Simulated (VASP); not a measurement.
# Sb (I4/mmm) in VASP: notebook

Runs on Sb. Level: r2SCAN. Tasks: single point.

Everything below comes from runs of VASP 6.6.1. Logs are shortened: lines on timing, memory, paths and dates and some standing lists are left out, and cuts for length are marked.

### 1 The cell of the first run

It takes space group I4/mmm (No. 139, tetragonal). The conventional cell has a = 3.153 Å, b = 3.153 Å, c = 5.424 Å, α = 90.00°, β = 90.00°, γ = 90.00°. Sb (site symmetry 4/mmm) has 12 Sb at 3.15 to 3.51 Å within 4.1 Å.

### 2 Single point, r2SCAN

POSCAR

```
Sb
1.0
   -1.5765401831      1.5765401831      2.7119384313
    1.5765401831     -1.5765401831      2.7119384313
    1.5765401831      1.5765401831     -2.7119384313
Sb
1
Direct
    0.0000000000      0.0000000000      0.0000000000
```

INCAR.step1

```
SYSTEM = Sb
  PREC = Accurate
  ENCUT = 550
  ISMEAR = 0
  SIGMA = 0.15
  LREAL = .False.
  LASPH = .True.
  NELM = 120
  NBANDS = 8
  GGA = PE
  ALGO = Normal
  EDIFF = 1E-5
  LWAVE = .True.
  LCHARG = .False.
  GGA_COMPAT = .False.
```

INCAR.step2

```
SYSTEM = Sb
  PREC = Accurate
  ENCUT = 550
  EDIFF = 1E-6
  ISMEAR = 0
  SIGMA = 0.15
  LREAL = .False.
  LASPH = .True.
  NELM = 120
  ALGO = Normal
  ISIF = 2
  LWAVE = .False.
  LCHARG = .True.
  METAGGA = R2SCAN
  LMIXTAU = .True.
  LELF = .True.
  LVHAR = .True.
  NBANDS = 8
  ISTART = 1
  GGA_COMPAT = .False.
```

KPOINTS

```
regular mesh
0
Gamma
  22 22 22
  0 0 0
```

Potentials or basis: VASP PAW PBE potentials, release 64 (Sb).

Run with:

```console
$ cat potpaw_PBE.64/Sb/POTCAR > POTCAR
$ cp INCAR.step1 INCAR
$ mpirun -np 1 vasp_std > vasp.out
$ cp INCAR.step2 INCAR
$ mpirun -np 1 vasp_std > vasp.out
```

OUTCAR:

```text
SYSTEM = Sb
   PREC = Accurate
   ENCUT = 550
   EDIFF = 1E-6
   ISMEAR = 0
   LREAL = .False.
   LASPH = .True.
   NELM = 120
   ISIF = 2
   METAGGA = R2SCAN
   ISTART = 1

 ion  position               nearest neighbor table
   1  0.000  0.000  0.000-

  LATTYP: Found a body centered tetragonal cell.
 ALAT       =     3.1530803662
 C/A-ratio  =     1.7201835135

  Lattice vectors:

 A1 = (  -1.5765401831,   1.5765401831,   2.7119384313)
 A2 = (   1.5765401831,  -1.5765401831,   2.7119384313)
 A3 = (   1.5765401831,   1.5765401831,  -2.7119384313)

Analysis of symmetry for initial positions (statically):
=====================================================================
 Subroutine PRICEL returns:
 Original cell was already a primitive cell.

 Routine SETGRP: Setting up the symmetry group for a
 body centered tetragonal supercell.

 Subroutine GETGRP returns: Found 16 space group operations
 (whereof 16 operations were pure point group operations)
 out of a pool of 16 trial point group operations.

The static configuration has the point symmetry D_4h.

Analysis of symmetry for dynamics (positions and initial velocities):
=====================================================================
 Subroutine PRICEL returns:
 Original cell was already a primitive cell.

 Routine SETGRP: Setting up the symmetry group for a
 body centered tetragonal supercell.

 Subroutine GETGRP returns: Found 16 space group operations
 (whereof 16 operations were pure point group operations)
 out of a pool of 16 trial point group operations.

The dynamic configuration has the point symmetry D_4h.

 Subroutine INISYM returns: Found 16 space group operations
 (whereof 16 operations are pure point group operations),
 and found     1 'primitive' translations

----------------------------------------------------------------------------------------

                                     Primitive cell

  volume of cell :      26.9619

  direct lattice vectors                    reciprocal lattice vectors
    -1.576540183  1.576540183  2.711938431     0.000000000  0.317150178  0.184369967
     1.576540183 -1.576540183  2.711938431     0.317150178  0.000000000  0.184369967
     1.576540183  1.576540183 -2.711938431     0.317150178  0.317150178  0.000000000

  length of vectors
     3.510778824  3.510778824  3.510778824     0.366846726  0.366846726  0.448518083

  position of ions in fractional coordinates (direct lattice)
     0.000000000  0.000000000  0.000000000

  ion indices of the primitive-cell ions
   primitive index   ion index
                 1           1

----------------------------------------------------------------------------------------

 KPOINTS: regular mesh

Automatic generation of k-mesh.
 Grid dimensions read from file:
 generate k-points for:   22   22   22

 Generating k-lattice:

  Cartesian coordinates                     Fractional coordinates (reciprocal lattice)
     0.000000000  0.014415917  0.008380453     0.045454545  0.000000000  0.000000000
     0.014415917  0.000000000  0.008380453     0.000000000  0.045454545  0.000000000
     0.014415917  0.014415917  0.000000000     0.000000000  0.000000000  0.045454545

  Length of vectors
     0.016674851  0.016674851  0.020387186

  Shift w.r.t. Gamma in fractional coordinates (k-lattice)
     0.000000000  0.000000000  0.000000000

 Subroutine IBZKPT returns following result:
 ===========================================

 Found    834 irreducible k-points:

 Following reciprocal coordinates:
            Coordinates               Weight
  0.000000  0.000000  0.000000      1.000000
  0.045455  0.000000  0.000000      8.000000
  0.090909  0.000000  0.000000      8.000000
  0.136364  0.000000  0.000000      8.000000
  0.181818  0.000000 -0.000000      8.000000
  0.227273  0.000000 -0.000000      8.000000
[... 16 lines left out ...]
  0.500000  0.045455 -0.000000     16.000000
 -0.454545  0.045455  0.000000     16.000000
 [... further k-points ...]
   k-points           NKPTS =    834   k-points in BZ     NKDIM =    834   number of bands    NBANDS=      8
   number of dos      NEDOS =    301   number of ions     NIONS =      1
   total plane-waves  NPLWV =  21952
   dimension x,y,z NGX =    28 NGY =   28 NGZ =   28
   dimension x,y,z NGXF=    56 NGYF=   56 NGZF=   56
   ions per type =               1
   NGX,Y,Z   is equivalent  to a cutoff of  13.26, 13.26, 13.26 a.u.
   NGXF,Y,Z  is equivalent  to a cutoff of  26.52, 26.52, 26.52 a.u.
 SYSTEM =  Sb
   PREC   = accura    normal or accurate (medium, high low for compatibility)
   ISTART =      1    job   : 0-new  1-cont  2-samecut
   ICHARG =      0    charge: 1-file 2-atom 10-const
   ISPIN  =      1    spin polarized calculation?
   LNONCOLLINEAR =      F non collinear calculations
   LSORBIT =      F    spin-orbit coupling
   LASPH  =      T    aspherical Exc in radial PAW
   ENCUT  =  550.0 eV  40.42 Ry    6.36 a.u.   6.71  6.71  6.71*2*pi/ulx,y,z
   NELM   =    120;   NELMIN=  2; NELMDL=  0     # of ELM steps
   EDIFF  = 0.1E-05   stopping-criterion for ELM
   LREAL  =      F    real-space projection
   EDIFFG = 0.1E-04   stopping-criterion for IOM
   NSW    =      0    number of steps for IOM
   IBRION =     -1    ionic relax: 0-MD 1-quasi-New 2-CG
   NFREE  =      0    steps in history (QN), initial steepest desc. (CG)
   ISIF   =      2    stress and relaxation
   ISYM   =      2    0-nonsym 1-usesym 2-fastsym
   POTIM  = 0.5000    time-step for ionic-motion
   TEBEG  =    0.0;   TEEND  =   0.0 temperature during run
   PSTRESS=    0.0 pullay stress
   NELECT =       5.0000    total number of electrons
   NUPDOWN=      -1.0000    fix difference up-down
   EMIN   =  10.00;   EMAX   =-10.00  energy-range for DOS
   EFERMI =   0.00;   METHOD = LEGACY
   ISMEAR =     0;   SIGMA  =   0.15  broadening in eV -4-tet -1-fermi 0-gaus
   EFERMI_NEDOS =   21; number of points for ismear=-14 and -15
   IALGO  =     38    algorithm
   IMIX   =      4    mixing-type and parameters
     AMIX     =   0.40;   BMIX     =  1.00
     AMIX_MAG =   1.60;   BMIX_MAG =  1.00
  volume/ion in A,a.u.               =      26.96       181.95
  Fermi-wavevector in a.u.,A,eV,Ry     =   0.933573  1.764197 11.858269  0.871558
  Thomas-Fermi vector in A             =   2.060288
   LORBIT       =      0    0 simple, 1 ext, 2 COOP (PROOUT), +10 PAW based schemes
   METAGGA = R2SCAN    functional components
   LHFCALC =     F    Hartree Fock is set to
   AEXX    =    0.0000 exact exchange contribution
   IVDW    =     0    specifies the selected vdW correction
   LEPSILON=     F    determine dielectric tensor
   LRPA    =     F    only Hartree local field effects (RPA)
 non-spin polarized calculation
 Gauss-broadening in eV      SIGMA  =   0.15
  energy-cutoff  :      550.00
  volume of cell :       26.96
 maximum number of plane-waves:       808
   NGX = 13   NGY = 13   NGZ = 13

 number of electron       5.0000000 magnetization

 Free energy of the ion-electron system (eV)
  ---------------------------------------------------
  ext. energy  EPLUGINS =         0.00000000
  ---------------------------------------------------
  free energy    TOTEN  =       -25.26829566 eV

  energy without entropy =      -25.26149127  energy(sigma->0) =      -25.26489347

 E-fermi :   8.4668     XC(G=0): -10.7845

 val. band max:        8.4631515532   @ k =   0.4091   0.1818   0.0909
 cond. band min:       8.4679003496   @ k =  -0.2273  -0.3182   0.0909
 fundamental gap:      0.0047487963
 Fermi energy:         8.4667900032

 k-point     1 :       0.0000    0.0000    0.0000
  band No.  band energies     occupation
      1      -5.1285      2.00000
      2      13.3283      0.00000
      3      14.2039      0.00000
      4      14.2039      0.00000
      5      18.1755      0.00000
      6      19.6801      0.00000
      7      19.7457      0.00000
      8      19.7457      0.00000

 k-point     2 :       0.0455    0.0000    0.0000
  band No.  band energies     occupation
      1      -5.0845      2.00000
      2      13.1639      0.00000
      3      13.8235      0.00000
      4      14.1934      0.00000
      5      18.3149      0.00000
      6      18.9524      0.00000
      7      19.6103      0.00000
      8      19.8182      0.00000

 k-point     3 :       0.0909    0.0000    0.0000
  band No.  band energies     occupation
      1      -4.9528      2.00000
      2      12.4616      0.00000
      3      13.1782      0.00000
      4      14.1656      0.00000
      5      18.0674      0.00000
      6      18.6289      0.00000
      7      19.6883      0.00000
      8      20.0291      0.00000

 k-point     4 :       0.1364    0.0000    0.0000
  band No.  band energies     occupation
      1      -4.7339      2.00000
      2      11.2133      0.00000
      3      12.6925      0.00000
      4      14.1293      0.00000
      5      17.4145      0.00000
      6      18.6052      0.00000
      7      20.1475      0.00000
      8      20.3582      0.00000

 k-point     5 :       0.1818    0.0000   -0.0000
  band No.  band energies     occupation
      1      -4.4290      2.00000
      2       9.8146      0.00000
      3      12.2200      0.00000
      4      14.0950      0.00000
      5      16.8378      0.00000
      6      18.5190      0.00000
      7      20.7615      0.00000
      8      20.8294      0.00000
[... 177 lines left out ...]
 k-point    22 :       0.4545    0.0455   -0.0000
  band No.  band energies     occupation
      1      -1.1475      2.00000
      2       2.5684      2.00000
      3      10.2148      0.00000
      4      13.7119      0.00000
      5      15.1714      0.00000
      6      18.6428      0.00000
      7      19.5206      0.00000
      8      21.2102      0.00000

 k-point    23 :       0.5000    0.0455   -0.0000
  band No.  band energies     occupation
      1      -1.0230      2.00000
      2       2.3976      2.00000
      3      10.2002      0.00000
      4      13.7775      0.00000
      5      15.1476      0.00000
      6      18.6317      0.00000
      7      19.5841      0.00000
      8      21.0259      0.00000

 k-point    24 :      -0.4545    0.0455    0.0000
  band No.  band energies     occupation
      1      -1.3577      2.00000
      2       2.8626      2.00000
      3      10.2731      0.00000
      4      13.8282      0.00000
      5      15.1961      0.00000
      6      18.6933      0.00000
      7      19.6191      0.00000
      8      21.0783      0.00000

 [... further k-points ...]

------------------------ aborting loop because EDIFF is reached ----------------------------------------

  FORCE on cell =-STRESS in cart. coord.  units (eV):
  Direction    XX          YY          ZZ          XY          YZ          ZX
  --------------------------------------------------------------------------------------
  -------------------------------------------------------------------------------------
  Total        0.1476003      0.1476003      0.3235319      0.0000000     -0.0000000      0.0000000
  in kB        8.7709776      8.7709776     19.2255078      0.0000000     -0.0000000      0.0000000
  external PRESSURE =      12.2558210 kB  Pullay stress =       0.0000000 kB

 VOLUME and BASIS-vectors are now :
 -----------------------------------------------------------------------------
  energy-cutoff  :      550.00
  volume of cell :       26.96
      direct lattice vectors                 reciprocal lattice vectors
    -1.576540183  1.576540183  2.711938431     0.000000000  0.317150178  0.184369967
     1.576540183 -1.576540183  2.711938431     0.317150178  0.000000000  0.184369967
     1.576540183  1.576540183 -2.711938431     0.317150178  0.317150178  0.000000000

 POSITION                                       TOTAL-FORCE (eV/Angst)
 -----------------------------------------------------------------------------------
      0.00000      0.00000      0.00000        -0.000000      0.000000      0.000000
 -----------------------------------------------------------------------------------
    total drift:                                0.000000      0.000000      0.000000

  FREE ENERGIE OF THE ION-ELECTRON SYSTEM (eV)
  ---------------------------------------------------
  free  energy   TOTEN  =       -25.2682956611 eV

  energy  without entropy=      -25.2614912725  energy(sigma->0) =      -25.26489347
```

Run time: 11 min. Hardware: 1 thread of Oxide Virtual Turin-like, shared host; peak memory 0.29 GiB.

What came out:

```yaml
Free_energy: -25.2683 eV
Pressure: 1.2 GPa
Band_gap_on_the_k_mesh: zero (an odd number of electrons rules out a gap without spin polarisation)
```

Caveat: the PAW data sets were made with another functional, which shifts forces and pressure a little; spin-orbit coupling is left out, which moves the levels of the heavy elements; an odd number of electrons without spin polarisation forces a metal; a magnetic or distorted state may lie lower.

### 3 Single point, r2SCAN

POSCAR is that of step 2.

INCAR.step1

```
ALGO = Normal ; EDIFF = 1E-5
ENCUT = 550 ; GGA = PE
GGA_COMPAT = False ; ISMEAR = 0
LASPH = True ; LCHARG = False
LREAL = False ; LWAVE = True
NBANDS = 8 ; NELM = 120
PREC = Accurate ; SIGMA = 0.15
```

INCAR.step2

```
ALGO = Normal ; EDIFF = 1E-6
ENCUT = 550 ; GGA_COMPAT = False
ISIF = 2 ; ISMEAR = 0
ISTART = 1 ; LASPH = True
LCHARG = False ; LMIXTAU = True
LREAL = False ; LWAVE = False
METAGGA = R2SCAN ; NBANDS = 8
NELM = 120 ; PREC = Accurate
SIGMA = 0.15
```

KPOINTS

```
k-points
0
Gamma
  24 24 24
```

Potentials or basis: VASP PAW PBE potentials, release 64 (Sb).

Run with:

```console
$ cat potpaw_PBE.64/Sb/POTCAR > POTCAR
$ cp INCAR.step1 INCAR
$ mpirun -np 1 vasp_std > vasp.out
$ cp INCAR.step2 INCAR
$ mpirun -np 1 vasp_std > vasp.out
```

Wall time 10 min (1 thread of Oxide Virtual Turin-like, shared host); peak memory 0.34 GiB.

It converged, with:

| Property | Result |
| --- | --- |
| Free energy | -25.2686 eV |
| Pressure | 1.2 GPa |
| Band gap on the k mesh | zero (an odd number of electrons rules out a gap without spin polarisation) |

Stress tensor (GPa, compression positive):
```
0.75 0.00 0.00
0.00 0.75 0.00
0.00 0.00 2.23
```

Levels at points of the mesh, in eV from the Fermi level:
```
           k point  band 1  band 2  band 3  band 4  band 5  band 6
(0.00, 0.00, 0.00)  -13.60    4.86    5.73    5.73    9.70   11.21
(0.50, 0.00, 0.00)   -9.52   -6.13    1.82    5.67    6.55   10.74
(0.50, 0.50, 0.00)   -6.80   -4.73   -1.18    0.61    3.91    4.62
(0.50, 0.50, 0.50)   -9.66   -6.01    2.21    2.21    6.13    6.72
```

Caveat: the PAW data sets were made with another functional, which shifts forces and pressure a little; spin-orbit coupling is left out, which moves the levels of the heavy elements; an odd number of electrons without spin polarisation forces a metal; a magnetic or distorted state may lie lower.
